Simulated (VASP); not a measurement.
# C in VASP: single point with PBE+D3(BJ)

Aim: the single point of C with PBE+D3(BJ).

All numbers are computed with VASP 6.6.1; they aren't measurements. Logs are shortened: lines on timing, memory, paths and dates and some standing lists are left out, and cuts for length are marked.

### 1 The cell of the first run

The cell holds a slab with vacuum, 4 atoms: a = 2.466 Å, b = 2.466 Å, c = 17.500 Å, α = 90.00°, β = 90.00°, γ = 120.00°.

### 2 Single point, PBE+D3(BJ) (layers slid over each other)

The input, INCAR:

```
PREC = Accurate ; ENCUT = 520
EDIFF = 1E-7 ; ISMEAR = 0
SIGMA = 0.1 ; LREAL = False
LASPH = True ; NELM = 80
ALGO = Normal ; ISIF = 2
LWAVE = False ; LCHARG = True
LDIPOL = True ; IDIPOL = 3
DIPOL = 0.5 0.5 0.345 ; GGA = PE
IVDW = 12 ; LELF = True
LVHAR = True ; LVACPOTAV = True
NBANDS = 16
```

The input, KPOINTS:

```
regular mesh
0
Gamma
  15 15 1
```

The input, POSCAR:

```
C
1.0
    2.4657189590      0.0000000000      0.0000000000
   -1.2328594795      2.1353752571      0.0000000000
    0.0000000000      0.0000000000     17.5000000000
C
4
Direct
    0.3333333333      0.6666666667      0.2571428571
    0.6666666667      0.3333333333      0.2571428571
    0.6666666667      1.3333333333      0.4320000000
    0.3333333333      1.6666666667      0.4320000000
```

Potentials or basis: VASP PAW PBE potentials, release 64 (C).

Run with:

```sh
> cat potpaw_PBE.64/C/POTCAR > POTCAR
> mpirun -np 1 vasp_std > vasp.out
```

OUTCAR:

```text
PREC = Accurate
   ENCUT = 520
   EDIFF = 1E-7
   ISMEAR = 0
   LREAL = False
   LASPH = True
   NELM = 80
   ISIF = 2
   GGA = PE
   IVDW = 12
 IVDW          = 12

 ion  position               nearest neighbor table
   1  0.333  0.667  0.257-   2 1.42   2 1.42   2 1.42
   2  0.667  0.333  0.257-   1 1.42   1 1.42   1 1.42
   3  0.667  0.333  0.432-   4 1.42   4 1.42   4 1.42
   4  0.333  0.667  0.432-   3 1.42   3 1.42   3 1.42

  LATTYP: Found a hexagonal cell.
 ALAT       =     2.4657189590
 C/A-ratio  =     7.0973214267

  Lattice vectors:

 A1 = (   2.4657189590,   0.0000000000,   0.0000000000)
 A2 = (  -1.2328594795,   2.1353752571,   0.0000000000)
 A3 = (   0.0000000000,   0.0000000000,  17.5000000000)

Analysis of symmetry for initial positions (statically):
=====================================================================
 Subroutine PRICEL returns:
 Original cell was already a primitive cell.

 Routine SETGRP: Setting up the symmetry group for a
 hexagonal supercell.

 Subroutine GETGRP returns: Found 24 space group operations
 (whereof 12 operations were pure point group operations)
 out of a pool of 24 trial point group operations.

The static configuration has the point symmetry C_6v.
 The point group associated with its full space group is D_6h.

Analysis of symmetry for dynamics (positions and initial velocities):
=====================================================================
 Subroutine PRICEL returns:
 Original cell was already a primitive cell.

 Routine SETGRP: Setting up the symmetry group for a
 hexagonal supercell.

 Subroutine GETGRP returns: Found 24 space group operations
 (whereof 12 operations were pure point group operations)
 out of a pool of 24 trial point group operations.

The dynamic configuration has the point symmetry C_6v.
 The point group associated with its full space group is D_6h.

 Subroutine INISYM returns: Found 24 space group operations
 (whereof 12 operations are pure point group operations),
 and found     1 'primitive' translations

----------------------------------------------------------------------------------------

                                     Primitive cell

  volume of cell :      92.1416

  direct lattice vectors                    reciprocal lattice vectors
     2.465718959  0.000000000  0.000000000     0.405561224  0.234150882  0.000000000
    -1.232859480  2.135375257  0.000000000     0.000000000  0.468301764  0.000000000
     0.000000000  0.000000000 17.500000000     0.000000000  0.000000000  0.057142857

  length of vectors
     2.465718959  2.465718959 17.500000000     0.468301764  0.468301764  0.057142857

  position of ions in fractional coordinates (direct lattice)
     0.333333333  0.666666667  0.257142857
     0.666666667  0.333333333  0.257142857
     0.666666667  0.333333333  0.432000000
     0.333333333  0.666666667  0.432000000

  ion indices of the primitive-cell ions
   primitive index   ion index
                 1           1
                 2           2
                 3           3
                 4           4

----------------------------------------------------------------------------------------

 KPOINTS: regular mesh

Automatic generation of k-mesh.
 Grid dimensions read from file:
 generate k-points for:   15   15    1

 Generating k-lattice:

  Cartesian coordinates                     Fractional coordinates (reciprocal lattice)
     0.027037415  0.015610059  0.000000000     0.066666667  0.000000000  0.000000000
     0.000000000  0.031220118  0.000000000     0.000000000  0.066666667  0.000000000
     0.000000000  0.000000000  0.057142857     0.000000000  0.000000000  1.000000000

  Length of vectors
     0.031220118  0.031220118  0.057142857

  Shift w.r.t. Gamma in fractional coordinates (k-lattice)
     0.000000000  0.000000000  0.000000000

 Subroutine IBZKPT returns following result:
 ===========================================

 Found     27 irreducible k-points:

 Following reciprocal coordinates:
            Coordinates               Weight
  0.000000  0.000000  0.000000      1.000000
  0.066667  0.000000  0.000000      6.000000
  0.133333  0.000000  0.000000      6.000000
  0.200000  0.000000  0.000000      6.000000
  0.266667  0.000000  0.000000      6.000000
  0.333333 -0.000000  0.000000      6.000000
[... 16 lines left out ...]
  0.333333  0.200000  0.000000     12.000000
  0.400000  0.200000  0.000000      6.000000
 [... further k-points ...]
   k-points           NKPTS =     27   k-points in BZ     NKDIM =     27   number of bands    NBANDS=     16
   number of dos      NEDOS =    301   number of ions     NIONS =      4
   total plane-waves  NPLWV =  45360
   dimension x,y,z NGX =    18 NGY =   18 NGZ =  140
   dimension x,y,z NGXF=    36 NGYF=   36 NGZF=  280
   ions per type =               4
   NGX,Y,Z   is equivalent  to a cutoff of  12.14, 12.14, 13.30 a.u.
   NGXF,Y,Z  is equivalent  to a cutoff of  24.27, 24.27, 26.60 a.u.
 SYSTEM =  unknown system
   PREC   = accura    normal or accurate (medium, high low for compatibility)
   ISTART =      0    job   : 0-new  1-cont  2-samecut
   ICHARG =      2    charge: 1-file 2-atom 10-const
   ISPIN  =      1    spin polarized calculation?
   LNONCOLLINEAR =      F non collinear calculations
   LSORBIT =      F    spin-orbit coupling
   LASPH  =      T    aspherical Exc in radial PAW
   ENCUT  =  520.0 eV  38.22 Ry    6.18 a.u.   4.58  4.58 32.54*2*pi/ulx,y,z
   NELM   =     80;   NELMIN=  2; NELMDL= -5     # of ELM steps
   EDIFF  = 0.1E-06   stopping-criterion for ELM
   LREAL  =      F    real-space projection
   EDIFFG = 0.1E-05   stopping-criterion for IOM
   NSW    =      0    number of steps for IOM
   IBRION =     -1    ionic relax: 0-MD 1-quasi-New 2-CG
   NFREE  =      0    steps in history (QN), initial steepest desc. (CG)
   ISIF   =      2    stress and relaxation
   ISYM   =      2    0-nonsym 1-usesym 2-fastsym
   POTIM  = 0.5000    time-step for ionic-motion
   TEBEG  =    0.0;   TEEND  =   0.0 temperature during run
   PSTRESS=    0.0 pullay stress
   NELECT =      16.0000    total number of electrons
   NUPDOWN=      -1.0000    fix difference up-down
   EMIN   =  10.00;   EMAX   =-10.00  energy-range for DOS
   EFERMI =   0.00;   METHOD = LEGACY
   ISMEAR =     0;   SIGMA  =   0.10  broadening in eV -4-tet -1-fermi 0-gaus
   EFERMI_NEDOS =   21; number of points for ismear=-14 and -15
   IALGO  =     38    algorithm
   IMIX   =      4    mixing-type and parameters
     AMIX     =   0.40;   BMIX     =  1.00
     AMIX_MAG =   1.60;   BMIX_MAG =  1.00
  volume/ion in A,a.u.               =      23.04       155.45
  Fermi-wavevector in a.u.,A,eV,Ry     =   0.913334  1.725951 11.349690  0.834179
  Thomas-Fermi vector in A             =   2.037833
   LORBIT       =      0    0 simple, 1 ext, 2 COOP (PROOUT), +10 PAW based schemes
   GGA     = PE    functional components
   LHFCALC =     F    Hartree Fock is set to
   AEXX    =    0.0000 exact exchange contribution
   IVDW    =    12    specifies the selected vdW correction
   LEPSILON=     F    determine dielectric tensor
   LRPA    =     F    only Hartree local field effects (RPA)
 non-spin polarized calculation
 Gauss-broadening in eV      SIGMA  =   0.10
  energy-cutoff  :      520.00
  volume of cell :       92.14
 maximum number of plane-waves:      2521
   NGX =  9   NGY =  9   NGZ = 65

 dipolmoment           0.000000      0.000000      0.000277 electrons x Angstroem

 number of electron      15.9999998 magnetization

 dipolmoment           0.000000      0.000000     -0.000000 electrons x Angstroem

 Free energy of the ion-electron system (eV)
  ---------------------------------------------------
  ext. energy  EPLUGINS =         0.00000000
  ---------------------------------------------------
  free energy    TOTEN  =       -36.75056825 eV

  energy without entropy =      -36.75056825  energy(sigma->0) =      -36.75056825

 E-fermi :  -0.9310     XC(G=0):  -4.3654

 val. band max:       -1.3578522479   @ k =   0.3333   0.2667   0.0000
 cond. band min:      -0.3767395746   @ k =   0.3333   0.2667   0.0000
 fundamental gap:      0.9811126732
 Fermi energy:        -0.9310391424

 k-point     1 :       0.0000    0.0000    0.0000
  band No.  band energies     occupation
      1     -20.5403      2.00000
      2     -20.2384      2.00000
      3      -9.2137      2.00000
      4      -7.6931      2.00000
      5      -3.9153      2.00000
      6      -3.9153      2.00000
[... 8 lines left out ...]
     15       7.3981      0.00000
     16       7.5108      0.00000

 k-point     2 :       0.0667    0.0000    0.0000
  band No.  band energies     occupation
      1     -20.4343      2.00000
      2     -20.1340      2.00000
      3      -9.0865      2.00000
      4      -7.5704      2.00000
      5      -4.3445      2.00000
      6      -4.2900      2.00000
[... 8 lines left out ...]
     15       7.5673      0.00000
     16       7.8504      0.00000

 k-point     3 :       0.1333    0.0000    0.0000
  band No.  band energies     occupation
      1     -20.1172      2.00000
      2     -19.8218      2.00000
      3      -8.7070      2.00000
      4      -7.2047      2.00000
      5      -5.4838      2.00000
      6      -5.4088      2.00000
[... 8 lines left out ...]
     15       7.6040      0.00000
     16       8.8722      0.00000

 k-point     4 :       0.2000    0.0000    0.0000
  band No.  band energies     occupation
      1     -19.5912      2.00000
      2     -19.3037      2.00000
      3      -8.0817      2.00000
      4      -7.0445      2.00000
      5      -6.9450      2.00000
      6      -6.6029      2.00000
[... 8 lines left out ...]
     15       7.4891      0.00000
     16       7.6632      0.00000

 k-point     5 :       0.2667    0.0000    0.0000
  band No.  band energies     occupation
      1     -18.8606      2.00000
      2     -18.5841      2.00000
      3      -8.7906      2.00000
      4      -8.6639      2.00000
      5      -7.2238      2.00000
      6      -6.0976      2.00000
[... 8 lines left out ...]
     15       7.2447      0.00000
     16       7.9426      0.00000

 k-point     6 :       0.3333   -0.0000    0.0000
  band No.  band energies     occupation
      1     -17.9334      2.00000
      2     -17.6705      2.00000
      3     -10.5679      2.00000
      4     -10.4161      2.00000
      5      -6.6688      2.00000
      6      -6.6053      2.00000
[... 8 lines left out ...]
     15       7.6245      0.00000
     16       9.2057      0.00000
[... 267 lines left out ...]
 k-point    21 :       0.2000    0.2000    0.0000
  band No.  band energies     occupation
      1     -17.7310      2.00000
      2     -17.4713      2.00000
      3      -9.8699      2.00000
      4      -9.7299      2.00000
      5      -8.3739      2.00000
      6      -8.2699      2.00000
[... 8 lines left out ...]
     15       9.6156      0.00000
     16       9.8707      0.00000

 k-point    22 :       0.2667    0.2000    0.0000
  band No.  band energies     occupation
      1     -16.7280      2.00000
      2     -16.4827      2.00000
      3     -11.1623      2.00000
      4     -11.0029      2.00000
      5      -9.1981      2.00000
      6      -9.0836      2.00000
[... 8 lines left out ...]
     15      10.2455      0.00000
     16      10.3808      0.00000

 k-point    23 :       0.3333    0.2000    0.0000
  band No.  band energies     occupation
      1     -15.5762      2.00000
      2     -15.3463      2.00000
      3     -12.5964      2.00000
      4     -12.4172      2.00000
      5      -9.6271      2.00000
      6      -9.5078      2.00000
[... 8 lines left out ...]
     15      10.2562      0.00000
     16      11.0477      0.00000

 k-point    24 :       0.4000    0.2000    0.0000
  band No.  band energies     occupation
      1     -14.6456      2.00000
      2     -14.4225      2.00000
      3     -13.6371      2.00000
      4     -13.4495      2.00000
      5      -9.7606      2.00000
      6      -9.6398      2.00000
[... 8 lines left out ...]
     15      11.1134      0.00000
     16      11.3946      0.00000

 [... further k-points ...]

------------------------ aborting loop because EDIFF is reached ----------------------------------------

 Edisp (eV)   -0.50967

 E8    (eV) :    -0.1539

  FORCE on cell =-STRESS in cart. coord.  units (eV):
  Direction    XX          YY          ZZ          XY          YZ          ZX
  --------------------------------------------------------------------------------------
  -------------------------------------------------------------------------------------
  Total      -0.07373    -0.07373     1.29943     0.00000     0.00000     0.00000
  in kB      -1.28203    -1.28203    22.59480     0.00000     0.00000     0.00000
  external pressure =        6.68 kB  Pullay stress =        0.00 kB

 VOLUME and BASIS-vectors are now :
 -----------------------------------------------------------------------------
  energy-cutoff  :      520.00
  volume of cell :       92.14
      direct lattice vectors                 reciprocal lattice vectors
     2.465718959  0.000000000  0.000000000     0.405561224  0.234150882  0.000000000
    -1.232859480  2.135375257  0.000000000     0.000000000  0.468301764  0.000000000
     0.000000000  0.000000000 17.500000000     0.000000000  0.000000000  0.057142857

 POSITION                                       TOTAL-FORCE (eV/Angst)
 -----------------------------------------------------------------------------------
     -0.00000      1.42358      4.50000         0.000000      0.000000     -0.216458
      1.23286      0.71179      4.50000        -0.000000      0.000000     -0.216458
      1.23286      0.71179      7.56000        -0.000000     -0.000000      0.216458
     -0.00000      1.42358      7.56000         0.000000      0.000000      0.216458
 -----------------------------------------------------------------------------------
    total drift:                               -0.000000     -0.000000     -0.000010

  FREE ENERGIE OF THE ION-ELECTRON SYSTEM (eV)
  ---------------------------------------------------
  free  energy   TOTEN  =       -37.2602372067 eV

  energy  without entropy=      -37.2602372067  energy(sigma->0) =      -37.26023721

 vacuum level on the upper side and lower side of the slab         3.465         3.465
```

Wall time 96 s (1 thread of AMD EPYC 7R13, shared host); peak memory 0.18 GiB.

What came out:

| Quantity | Value |
| --- | --- |
| Free energy | -37.2602 eV |
| Largest force | 0.216 eV/Å |
| Dispersion energy per atom | -0.127 eV |

Forces in eV/Å, atoms in the order of the input:
```
C    0.000  0.000 -0.216
C    0.000  0.000 -0.216
C    0.000  0.000  0.216
C    0.000  0.000  0.216
```

Caveat: the cell differs from its parent crystal (layers slid over each other).
